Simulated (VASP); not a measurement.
Input of a VASP 6.6.1 run:

The input INCAR:

```
PREC = Accurate
ENCUT = 520
EDIFF = 1E-6
ISMEAR = 0
SIGMA = 0.05
LREAL = Auto
LASPH = True
NELM = 150
ALGO = Normal
ISIF = 2
LWAVE = False
LCHARG = False
ISPIN = 2
MAGMOM = 0 0 0 0 0 0 0 0 0 0 0 0 0 0 0 0 0 0 0 0 0 0 0 0 0 0 0 0 0 0 0 0 0 0 0 0 0 0 0 0 0 0 0 0 0 0 0 0 0 0 0 0 0 0 0 0 0 0 0 0 0 0 0
LORBIT = 11
GGA = CA
NBANDS = 168
NELECT = 255.0
```

The input KPOINTS:

```
regular mesh
0
Gamma
  1 1 1
```

Contents of POSCAR:

```
Si62As
1.0
   10.8600000000      0.0000000000      0.0000000000
    0.0000000000     10.8600000000      0.0000000000
    0.0000000000      0.0000000000     10.8600000000
Si As
62 1
Direct
    0.5024750460      0.0002428177     -0.0005982505
    0.6207041436      0.1292557090      0.1284963168
    0.7492684162      0.2451918969     -0.0023065378
    0.8761350829      0.3709037753      0.1207324125
    0.7504730203      0.0023151934      0.2475813996
    0.8751088398      0.1256755985      0.3748156538
    0.0045962247     -0.0015626151     -0.0040918969
    0.1246147330      0.1253408840      0.1254298343
    0.2499039595      0.2500160221      0.0001585635
    0.3740514733      0.3772814917      0.1247011050
    0.5037108656      0.4988091160      0.0007881215
    0.6260410681      0.6281488029      0.1270412523
    0.7515069061      0.7514361878      0.0004152855
    0.8763336096      0.8773270718      0.1248423573
    0.2540074586     -0.0016010129      0.2455509208
    0.3782586556      0.1207931860      0.3754825046
    0.4968700737      0.2537093002      0.2534395028
    0.6270279926      0.3761398711      0.3762283610
    0.7458760589      0.4890902394      0.2387031308
    0.5062300184     -0.0041404236      0.4999869245
    0.6230228361      0.1261875691      0.6270720994
    0.7494146409      0.2490422652      0.5005720074
    0.8739004604      0.3759710866      0.6229801105
    0.7500189687     -0.0040919890      0.7439883057
    0.8745452118      0.1209270718      0.8718992634
    0.0009985267      0.5026453959      0.0023756906
    0.1121463168      0.6313335175      0.1379004604
    0.2449891344      0.7466139963      0.0050059853
    0.3770158379      0.8730553407      0.1227147330
    0.0000969613      0.2492634438      0.2499198895
    0.1295699816      0.3706399632      0.3738347145
    0.2477025783      0.5025325046      0.2489245856
    0.3750722836      0.6249731123      0.3751746777
    0.5015192449      0.7508357274      0.2521874770
    0.6321825046      0.8730881215      0.3740045120
    0.0022623389      0.0023271639      0.4995454880
    0.1215155617      0.1291255064      0.6293502762
    0.2525056169      0.2449885820      0.5008563536
    0.3762941989      0.3749990792      0.6223415285
    0.5028537753      0.5026456722      0.5008063536
    0.6240261510      0.6300925414      0.6260169429
    0.8758061694      0.8730996317      0.6178379374
    0.2506386740      0.0000357274      0.7474045120
    0.3749522099      0.1247377532      0.8749290976
    0.4992444751      0.2512302026      0.7507487109
    0.6277430018      0.3749286372      0.8736711786
    0.7492534991      0.5025173112      0.7470582873
    0.8747298343      0.6249393186      0.8748747698
   -0.0175981584      0.7544809392      0.2673920810
    0.1249290055      0.8772730203      0.3736938306
    0.0118140884      0.4886381215      0.5044503683
    0.1230704420      0.6281311234      0.6240331492
    0.2495337937      0.7514416206      0.4984263352
    0.3762695212      0.8748991713      0.6236430939
   -0.0033275322      0.2536668508      0.7532078269
    0.1252589319      0.3772900552      0.8761292818
    0.2492109576      0.4987779926      0.7464688766
    0.3719023941      0.6221258748      0.8781786372
    0.4968695212      0.7501733886      0.7531667587
    0.6262368324      0.8750032228      0.8738309392
   -0.0023267956      0.7507466851      0.7483628913
    0.1272513812      0.8729241252      0.8728267956
    0.7719362799      0.7321381215      0.4780036832
```

Potentials or basis: VASP PAW LDA potentials, release 64 (Si, As).

Launch:

```console
$ cat potpaw_LDA.64/Si/POTCAR potpaw_LDA.64/As/POTCAR > POTCAR
$ mpirun -np 1 vasp_gam > vasp.out
```

Task: What does it give for the largest force?

Result: 0.100 eV/Å.

Task: What does it give for the net moment?

Result: 0.00 μB per cell.

Forces on the atoms (eV/Å):
```
Si   0.002  0.003 -0.007
Si   0.013  0.002 -0.003
Si  -0.003 -0.001 -0.006
Si   0.031 -0.008 -0.007
Si   0.012 -0.012  0.017
Si  -0.003  0.009  0.004
Si   0.000  0.001  0.009
Si   0.014 -0.003 -0.012
Si   0.000  0.010  0.000
Si   0.000 -0.013  0.000
Si   0.005 -0.002 -0.001
Si   0.010  0.006 -0.002
Si   0.010  0.007 -0.006
Si   0.001 -0.026  0.015
Si  -0.010  0.002 -0.001
Si  -0.017  0.009  0.003
Si   0.008  0.009 -0.016
Si   0.012  0.004  0.017
Si  -0.056 -0.013 -0.037
Si  -0.020  0.025  0.015
Si   0.005  0.014 -0.005
Si   0.002  0.005 -0.004
Si  -0.018  0.005 -0.009
Si  -0.016  0.026  0.017
Si  -0.002  0.007  0.015
Si   0.011 -0.008 -0.008
Si   0.016  0.016 -0.017
Si   0.018  0.002 -0.020
Si   0.005 -0.006 -0.009
Si  -0.001  0.005  0.000
Si   0.004 -0.003 -0.028
Si   0.006 -0.005 -0.008
Si  -0.006  0.006  0.003
Si  -0.004  0.004  0.007
Si  -0.043  0.020 -0.008
Si  -0.016 -0.014 -0.012
Si   0.007  0.004 -0.015
Si  -0.001  0.003 -0.001
Si  -0.009 -0.009  0.004
Si   0.002 -0.006 -0.017
Si  -0.006 -0.025  0.008
Si   0.012  0.021  0.045
Si   0.005  0.007  0.000
Si  -0.008  0.001  0.010
Si  -0.005  0.019  0.006
Si  -0.004 -0.007  0.012
Si   0.013 -0.005 -0.003
Si  -0.001  0.007  0.007
Si   0.047 -0.040 -0.042
Si  -0.014 -0.026  0.000
Si   0.039 -0.014  0.050
Si   0.003  0.006 -0.008
Si   0.003  0.005 -0.013
Si  -0.005 -0.009  0.001
Si   0.014  0.009 -0.008
Si   0.001 -0.013 -0.001
Si  -0.001 -0.001 -0.007
Si   0.003  0.009 -0.002
Si  -0.002  0.035  0.002
Si   0.000 -0.013  0.006
Si  -0.005  0.008  0.006
Si   0.009 -0.006 -0.001
As  -0.065 -0.040  0.064
```

Caveat: the k points lie up to 0.58 Å⁻¹ apart; the cell carries a net charge on a neutralising background, which shifts energy and pressure.
